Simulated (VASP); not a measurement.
# Ge (C2/c) in VASP: notebook

Runs on Ge. Level: PBEsol. Tasks: single point.

All numbers are computed with VASP 6.6.1; they aren't measurements. Logs are shortened: lines on timing, memory, paths and dates and some standing lists are left out, and cuts for length are marked.

## 1. The cell of the first run

The structure is monoclinic, space group C2/c (No. 15). Conventional cell: a = 7.246 Å, b = 2.874 Å, c = 4.992 Å, α = 90.00°, β = 132.97°, γ = 90.00°. Within 3.5 Å of Ge (site symmetry 2) lie 8 Ge at 2.68 to 3.08 Å.

## 2. Single point, PBEsol

Input file INCAR:

```
PREC = Accurate
ENCUT = 500
EDIFF = 1E-6
ISMEAR = -1
SIGMA = 0.05
LREAL = F
LASPH = T
NELM = 120
ALGO = Normal
ISIF = 2
LWAVE = F
LCHARG = F
GGA = PS
NBANDS = 21
GGA_COMPAT = F
```

Input file KPOINTS:

```
Automatic mesh
0
Gamma
  9 9 9
```

Input file POSCAR:

```
Ge
1.0
   -2.4826436850      2.6383835100      1.4369470000
    2.4826436850     -2.6383835100      1.4369470000
    2.5091523150      2.6633424900     -1.4369470000
Ge
2
Direct
    0.3140570000      0.0640570000      0.2500000000
    0.6859430000      0.9359430000      0.7500000000
```

Potentials or basis: VASP PAW PBE potentials, release 64 (Ge_d).

Launch:

```bash
cat potpaw_PBE.64/Ge_d/POTCAR > POTCAR
mpirun -np 1 vasp_std > vasp.out
```

OUTCAR:

```text
PREC = Accurate
   ENCUT = 500
   EDIFF = 1E-6
   ISMEAR = -1
   LREAL = F
   LASPH = T
   NELM = 120
   ISIF = 2
   GGA = PS

 ion  position               nearest neighbor table
   1  0.314  0.064  0.250-   2 2.68   2 2.68   2 2.72   2 2.72
   2  0.686  0.936  0.750-   1 2.68   1 2.68   1 2.72   1 2.72

  LATTYP: Found a base centered monoclinic cell.
 ALAT       =     7.2455744320
 B/A-ratio  =     0.3966412914
 C/A-ratio  =     0.6889527454
 COS(beta)  =    -0.6816356448

  Lattice vectors:

 A1 = (  -2.4826436850,   2.6383835100,  -1.4369470000)
 A2 = (  -2.4826436850,   2.6383835100,   1.4369470000)
 A3 = (   4.9917960000,   0.0249589800,  -0.0000000000)

Analysis of symmetry for initial positions (statically):
=====================================================================
 Subroutine PRICEL returns:
 Original cell was already a primitive cell.

 Routine SETGRP: Setting up the symmetry group for a
 base centered monoclinic supercell.

 Subroutine GETGRP returns: Found  4 space group operations
 (whereof  2 operations were pure point group operations)
 out of a pool of  4 trial point group operations.

The static configuration has the point symmetry S_2 .
 The point group associated with its full space group is C_2h.

Analysis of symmetry for dynamics (positions and initial velocities):
=====================================================================
 Subroutine PRICEL returns:
 Original cell was already a primitive cell.

 Routine SETGRP: Setting up the symmetry group for a
 base centered monoclinic supercell.

 Subroutine GETGRP returns: Found  4 space group operations
 (whereof  2 operations were pure point group operations)
 out of a pool of  4 trial point group operations.

The dynamic configuration has the point symmetry S_2 .
 The point group associated with its full space group is C_2h.

 Subroutine INISYM returns: Found  4 space group operations
 (whereof  2 operations are pure point group operations),
 and found     1 'primitive' translations

----------------------------------------------------------------------------------------

                                     Primitive cell

  volume of cell :      38.0280

  direct lattice vectors                    reciprocal lattice vectors
    -2.482643685  2.638383510  1.436947000    -0.000943113  0.188622535  0.347959946
     2.482643685 -2.638383510  1.436947000     0.200333708 -0.001001669  0.347959946
     2.509152315  2.663342490 -1.436947000     0.199390595  0.187620867  0.000000000

  length of vectors
     3.897358579  3.897358579  3.931164616     0.395797264  0.401510550  0.273784950

  position of ions in fractional coordinates (direct lattice)
     0.314057000  0.064057000  0.250000000
     0.685943000  0.935943000  0.750000000

  ion indices of the primitive-cell ions
   primitive index   ion index
                 1           1
                 2           2

----------------------------------------------------------------------------------------

 KPOINTS: Automatic mesh

Automatic generation of k-mesh.
 Grid dimensions read from file:
 generate k-points for:    9    9    9

 Generating k-lattice:

  Cartesian coordinates                     Fractional coordinates (reciprocal lattice)
    -0.000104790  0.020958059  0.038662216     0.111111111  0.000000000 -0.000000000
     0.022259301 -0.000111297  0.038662216     0.000000000  0.111111111 -0.000000000
     0.022154511  0.020846763  0.000000000    -0.000000000  0.000000000  0.111111111

  Length of vectors
     0.043977474  0.044612283  0.030420550

  Shift w.r.t. Gamma in fractional coordinates (k-lattice)
     0.000000000  0.000000000  0.000000000

 Subroutine IBZKPT returns following result:
 ===========================================

 Found    205 irreducible k-points:

 Following reciprocal coordinates:
            Coordinates               Weight
  0.000000  0.000000  0.000000      1.000000
  0.111111 -0.000000  0.000000      4.000000
  0.222222  0.000000  0.000000      4.000000
  0.333333  0.000000  0.000000      4.000000
  0.444444  0.000000  0.000000      4.000000
 -0.000000  0.111111  0.000000      4.000000
[... 16 lines left out ...]
 -0.111111  0.222222 -0.000000      4.000000
  0.000000  0.333333  0.000000      4.000000
 [... further k-points ...]
   k-points           NKPTS =    205   k-points in BZ     NKDIM =    205   number of bands    NBANDS=     21
   number of dos      NEDOS =    301   number of ions     NIONS =      2
   total plane-waves  NPLWV =  23520
   dimension x,y,z NGX =    28 NGY =   28 NGZ =   30
   dimension x,y,z NGXF=    56 NGYF=   56 NGZF=   60
   ions per type =               2
   NGX,Y,Z   is equivalent  to a cutoff of  11.94, 11.94, 12.69 a.u.
   NGXF,Y,Z  is equivalent  to a cutoff of  23.89, 23.89, 25.37 a.u.
 SYSTEM =  unknown system
   PREC   = accura    normal or accurate (medium, high low for compatibility)
   ISTART =      0    job   : 0-new  1-cont  2-samecut
   ICHARG =      2    charge: 1-file 2-atom 10-const
   ISPIN  =      1    spin polarized calculation?
   LNONCOLLINEAR =      F non collinear calculations
   LSORBIT =      F    spin-orbit coupling
   LASPH  =      T    aspherical Exc in radial PAW
   ENCUT  =  500.0 eV  36.75 Ry    6.06 a.u.   7.11  7.11  7.17*2*pi/ulx,y,z
   NELM   =    120;   NELMIN=  2; NELMDL= -5     # of ELM steps
   EDIFF  = 0.1E-05   stopping-criterion for ELM
   LREAL  =      F    real-space projection
   EDIFFG = 0.1E-04   stopping-criterion for IOM
   NSW    =      0    number of steps for IOM
   IBRION =     -1    ionic relax: 0-MD 1-quasi-New 2-CG
   NFREE  =      0    steps in history (QN), initial steepest desc. (CG)
   ISIF   =      2    stress and relaxation
   ISYM   =      2    0-nonsym 1-usesym 2-fastsym
   POTIM  = 0.5000    time-step for ionic-motion
   TEBEG  =    0.0;   TEEND  =   0.0 temperature during run
   PSTRESS=    0.0 pullay stress
   NELECT =      28.0000    total number of electrons
   NUPDOWN=      -1.0000    fix difference up-down
   EMIN   =  10.00;   EMAX   =-10.00  energy-range for DOS
   EFERMI =   0.00;   METHOD = LEGACY
   ISMEAR =    -1;   SIGMA  =   0.05  broadening in eV -4-tet -1-fermi 0-gaus
   EFERMI_NEDOS =   21; number of points for ismear=-14 and -15
   IALGO  =     38    algorithm
   IMIX   =      4    mixing-type and parameters
     AMIX     =   0.40;   BMIX     =  1.00
     AMIX_MAG =   1.60;   BMIX_MAG =  1.00
  volume/ion in A,a.u.               =      19.01       128.31
  Fermi-wavevector in a.u.,A,eV,Ry     =   1.478290  2.793562 29.733356  2.185340
  Thomas-Fermi vector in A             =   2.592589
   LORBIT       =      0    0 simple, 1 ext, 2 COOP (PROOUT), +10 PAW based schemes
   GGA     = PS    functional components
   LHFCALC =     F    Hartree Fock is set to
   AEXX    =    0.0000 exact exchange contribution
   IVDW    =     0    specifies the selected vdW correction
   LEPSILON=     F    determine dielectric tensor
   LRPA    =     F    only Hartree local field effects (RPA)
 non-spin polarized calculation
  energy-cutoff  :      500.00
  volume of cell :       38.03
 maximum number of plane-waves:       978
   NGX = 15   NGY = 15   NGZ = 15

 number of electron      28.0000021 magnetization

 Free energy of the ion-electron system (eV)
  ---------------------------------------------------
  ext. energy  EPLUGINS =         0.00000000
  ---------------------------------------------------
  free energy    TOTEN  =        -9.50242102 eV

  energy without entropy =       -9.49415368  energy(sigma->0) =       -9.49828735

 E-fermi :   6.4020     XC(G=0): -11.3399

 val. band max:        6.3967984913   @ k =   0.4444   0.3333   0.1111
 cond. band min:       6.4034959339   @ k =   0.2222  -0.0000   0.3333
 fundamental gap:      0.0066974426
 Fermi energy:         6.4019833463

 k-point     1 :       0.0000    0.0000    0.0000
  band No.  band energies     occupation
      1     -18.2808      2.00000
      2     -18.2028      2.00000
      3     -18.2009      2.00000
      4     -18.1992      2.00000
      5     -18.1646      2.00000
      6     -18.1267      2.00000
[... 13 lines left out ...]
     20      17.1233      0.00000
     21      19.0460      0.00000

 k-point     2 :       0.1111   -0.0000    0.0000
  band No.  band energies     occupation
      1     -18.2717      2.00000
      2     -18.1935      2.00000
      3     -18.1927      2.00000
      4     -18.1836      2.00000
      5     -18.1671      2.00000
      6     -18.1303      2.00000
[... 13 lines left out ...]
     20      16.9140      0.00000
     21      18.6819      0.00000

 k-point     3 :       0.2222    0.0000    0.0000
  band No.  band energies     occupation
      1     -18.2476      2.00000
      2     -18.1791      2.00000
      3     -18.1703      2.00000
      4     -18.1666      2.00000
      5     -18.1458      2.00000
      6     -18.1328      2.00000
[... 13 lines left out ...]
     20      14.9250      0.00000
     21      18.6571      0.00000

 k-point     4 :       0.3333    0.0000    0.0000
  band No.  band energies     occupation
      1     -18.2173      2.00000
      2     -18.1776      2.00000
      3     -18.1539      2.00000
      4     -18.1533      2.00000
      5     -18.1261      2.00000
      6     -18.1241      2.00000
[... 13 lines left out ...]
     20      14.1947      0.00000
     21      19.8072      0.00000

 k-point     5 :       0.4444    0.0000    0.0000
  band No.  band energies     occupation
      1     -18.1907      2.00000
      2     -18.1725      2.00000
      3     -18.1563      2.00000
      4     -18.1528      2.00000
      5     -18.1415      2.00000
      6     -18.1283      2.00000
[... 13 lines left out ...]
     20      17.0905      0.00000
     21      18.3082      0.00000
[... 382 lines left out ...]
     20      18.4804      0.00000
     21      19.0127      0.00000

 k-point    22 :      -0.2222    0.2222    0.0000
  band No.  band energies     occupation
      1     -18.2526      2.00000
      2     -18.2136      2.00000
      3     -18.2062      2.00000
      4     -18.1778      2.00000
      5     -18.1461      2.00000
      6     -18.1155      2.00000
[... 13 lines left out ...]
     20      17.8316      0.00000
     21      18.0811      0.00000

 k-point    23 :      -0.1111    0.2222   -0.0000
  band No.  band energies     occupation
      1     -18.2638      2.00000
      2     -18.2011      2.00000
      3     -18.1986      2.00000
      4     -18.1839      2.00000
      5     -18.1411      2.00000
      6     -18.1286      2.00000
[... 13 lines left out ...]
     20      17.2433      0.00000
     21      18.1158      0.00000

 k-point    24 :       0.0000    0.3333    0.0000
  band No.  band energies     occupation
      1     -18.2571      2.00000
      2     -18.1898      2.00000
      3     -18.1835      2.00000
      4     -18.1785      2.00000
      5     -18.1434      2.00000
      6     -18.0938      2.00000
[... 13 lines left out ...]
     20      15.0171      0.00000
     21      16.3577      0.00000

 [... further k-points ...]

------------------------ aborting loop because EDIFF is reached ----------------------------------------

  FORCE on cell =-STRESS in cart. coord.  units (eV):
  Direction    XX          YY          ZZ          XY          YZ          ZX
  --------------------------------------------------------------------------------------
  -------------------------------------------------------------------------------------
  Total       -0.5738640     -0.6959848     -0.5628798     -0.0767736      0.0000000      0.0000000
  in kB      -24.1777314    -29.3228622    -23.7149513     -3.2345851      0.0000000      0.0000000
  external PRESSURE =     -25.7385150 kB  Pullay stress =       0.0000000 kB

 VOLUME and BASIS-vectors are now :
 -----------------------------------------------------------------------------
  energy-cutoff  :      500.00
  volume of cell :       38.03
      direct lattice vectors                 reciprocal lattice vectors
    -2.482643685  2.638383510  1.436947000    -0.000943113  0.188622535  0.347959946
     2.482643685 -2.638383510  1.436947000     0.200333708 -0.001001669  0.347959946
     2.509152315  2.663342490 -1.436947000     0.199390595  0.187620867  0.000000000

 POSITION                                       TOTAL-FORCE (eV/Angst)
 -----------------------------------------------------------------------------------
      0.00663      1.32543      0.18409         0.000000     -0.000000      0.041072
      2.50253      1.33791      1.25285        -0.000000      0.000000     -0.041072
 -----------------------------------------------------------------------------------
    total drift:                               -0.000000     -0.000000      0.000000

  FREE ENERGIE OF THE ION-ELECTRON SYSTEM (eV)
  ---------------------------------------------------
  free  energy   TOTEN  =        -9.5024210214 eV

  energy  without entropy=       -9.4941536752  energy(sigma->0) =       -9.49828735
```

Wall time 47 s (1 thread of Intel Xeon 6975P-C (Granite Rapids), shared host); peak memory 0.25 GiB.

Results:

```yaml
Free_energy: -9.5024 eV
Pressure: -2.6 GPa
Largest_force: 0.041 eV/Å
Band_gap_on_the_k_mesh: zero (band 14 reaches 8.33 eV, above the bottom of band 15 at 2.94 eV)
```

Forces on the atoms (eV/Å):
```
Ge   0.000  0.000  0.041
Ge   0.000  0.000 -0.041
```

Levels at points of the mesh, in eV from the Fermi level:
```csv
k point,band 12,band 13,band 14,band 15,band 16,band 17
"(0.00, 0.00, 0.00)",-3.83,-2.38,-1.90,3.42,6.93,7.16
```

Caveat: the PAW data sets were made with another functional, which shifts forces and pressure a little.

## 3. Single point, PBEsol

Input file INCAR:

```
PREC = Accurate ; ENCUT = 500
EDIFF = 1E-6 ; ISMEAR = -1
SIGMA = 0.05 ; LREAL = False
LASPH = True ; NELM = 120
ALGO = Normal ; ISIF = 2
LWAVE = False ; LCHARG = True
GGA = PS ; LELF = True
LVHAR = True ; NBANDS = 21
GGA_COMPAT = False
```

KPOINTS is that of step 2.

Input file POSCAR:

```
Ge
1.0
   -2.4693893700      2.6259040200      1.4369470000
    2.4693893700     -2.6259040200      1.4369470000
    2.5224066300      2.6758219800     -1.4369470000
Ge
2
Direct
    0.3140570000      0.0640570000      0.2500000000
    0.6859430000      0.9359430000      0.7500000000
```

Potentials or basis: VASP PAW PBE potentials, release 64 (Ge_d).

Launch:

```bash
cat potpaw_PBE.64/Ge_d/POTCAR > POTCAR
mpirun -np 1 vasp_std > vasp.out
```

OUTCAR:

```text
PREC = Accurate
   ENCUT = 500
   EDIFF = 1E-6
   ISMEAR = -1
   LREAL = False
   LASPH = True
   NELM = 120
   ISIF = 2
   GGA = PS

 ion  position               nearest neighbor table
   1  0.314  0.064  0.250-   2 2.68   2 2.68   2 2.72   2 2.72
   2  0.686  0.936  0.750-   1 2.68   1 2.68   1 2.72   1 2.72

  LATTYP: Found a base centered monoclinic cell.
 ALAT       =     7.2092317990
 B/A-ratio  =     0.3986408095
 C/A-ratio  =     0.6924518066
[... 767 lines left out ...]

------------------------ aborting loop because EDIFF is reached ----------------------------------------

  FORCE on cell =-STRESS in cart. coord.  units (eV):
  Direction    XX          YY          ZZ          XY          YZ          ZX
  --------------------------------------------------------------------------------------
  -------------------------------------------------------------------------------------
  Total       -0.5663491     -0.7204807     -0.5378118     -0.1594394      0.0000000      0.0000000
  in kB      -23.8629079    -30.3571878    -22.6605014     -6.7179193      0.0000000      0.0000000
  external PRESSURE =     -25.6268657 kB  Pullay stress =       0.0000000 kB

 VOLUME and BASIS-vectors are now :
 -----------------------------------------------------------------------------
  energy-cutoff  :      500.00
  volume of cell :       38.03
      direct lattice vectors                 reciprocal lattice vectors
    -2.469389370  2.625904020  1.436947000    -0.001886367  0.188636684  0.347959946
     2.469389370 -2.625904020  1.436947000     0.200348734 -0.002003487  0.347959946
     2.522406630  2.675821980 -1.436947000     0.198462367  0.186633196  0.000000000

 POSITION                                       TOTAL-FORCE (eV/Angst)
 -----------------------------------------------------------------------------------
      0.01325      1.32543      0.18409        -0.000000      0.000000      0.039319
      2.50915      1.35039      1.25285         0.000000     -0.000000     -0.039319
 -----------------------------------------------------------------------------------
    total drift:                                0.000000     -0.000000      0.000000

  FREE ENERGIE OF THE ION-ELECTRON SYSTEM (eV)
  ---------------------------------------------------
  free  energy   TOTEN  =        -9.5012926189 eV

  energy  without entropy=       -9.4934262944  energy(sigma->0) =       -9.49735946
```

Run time: 49 s. Hardware: 1 thread of Intel Xeon 6975P-C (Granite Rapids), shared host; peak memory 0.24 GiB.

What came out:

* Free energy: -9.5013 eV
* Pressure: -2.6 GPa
* Largest force: 0.039 eV/Å
* Band gap on the k mesh: zero (band 14 reaches 8.37 eV, above the bottom of band 15 at 2.94 eV)

Forces on the atoms (eV/Å):
```
Ge   0.000  0.000  0.039
Ge   0.000  0.000 -0.039
```

Caveat: the PAW data sets were made with another functional, which shifts forces and pressure a little.

## 4. Single point, PBEsol

Input file INCAR:

```
SYSTEM = Ge
ALGO = Normal ; EDIFF = 1E-6
ENCUT = 500 ; GGA = PS
GGA_COMPAT = .False. ; ISIF = 2
ISMEAR = -1 ; LASPH = .True.
LCHARG = .True. ; LELF = .True.
LREAL = .False. ; LVHAR = .True.
LWAVE = .False. ; NBANDS = 21
NELM = 120 ; PREC = Accurate
SIGMA = 0.05
```

Input file KPOINTS:

```
k-points
0
Gamma
  9 9 9
  0 0 0
```

Input file POSCAR:

```
Ge
1.0
   -2.4428807400      2.6009450400      1.4369470000
    2.4428807400     -2.6009450400      1.4369470000
    2.5489152600      2.7007809600     -1.4369470000
Ge
2
Direct
    0.3140570000      0.0640570000      0.2500000000
    0.6859430000      0.9359430000      0.7500000000
```

Launch:

```bash
cat potpaw_PBE.64/Ge_d/POTCAR > POTCAR
mpirun -np 1 vasp_std > vasp.out
```

Run time: 50 s. Hardware: 1 thread of Intel Xeon 6975P-C (Granite Rapids), shared host; peak memory 0.24 GiB.

Results (log left out):

```
Free energy            : -9.4961 eV
Pressure               : -2.5 GPa
Largest force          : 0.035 eV/Å
Band gap on the k mesh : zero (band 14 reaches 8.46 eV, above the bottom of band 15 at 2.94 eV)
```

Forces in eV/Å, atoms in the order of the input:
```
Ge   0.000  0.000  0.035
Ge   0.000  0.000 -0.035
```

Stress tensor (GPa, compression positive):
```
-2.31 -1.64  0.00
-1.64 -3.18  0.00
 0.00  0.00 -2.04
```

Levels at points of the mesh, in eV from the Fermi level:
```csv
k point,band 12,band 13,band 14,band 15,band 16,band 17
"(0.00, 0.00, 0.00)",-3.86,-2.54,-1.70,3.46,6.94,7.17
```

Caveat: the PAW data sets were made with another functional, which shifts forces and pressure a little.

## 5. Overview

| cell | gap on the mesh (eV) | pressure (GPa) | largest force (eV/Å) |
| --- | --- | --- | --- |
| a = 3.897, b = 3.897, c = 3.931 Å, angles 100.8, 94.7, 136.7°, 2 atoms | none | -2.6 | 0.04 |
| a = 3.880, b = 3.880, c = 3.948 Å, angles 100.8, 94.7, 136.5°, 2 atoms | none | -2.6 | 0.04 |
| a = 3.847, b = 3.847, c = 3.982 Å, angles 100.8, 94.7, 136.1°, 2 atoms | none | -2.5 | 0.04 |

Alike in all rows: task single point; level PBEsol; potentials or basis VASP PAW PBE potentials, release 64 (Ge_d); no spin polarisation; k mesh 9 × 9 × 9; cutoff (eV) 500; smearing fermi-dirac 0.05 eV.

Caveats: the PAW data sets were made with another functional, which shifts forces and pressure a little.

Total energies depend on the potentials used, so only differences within one code and one set of settings carry meaning.
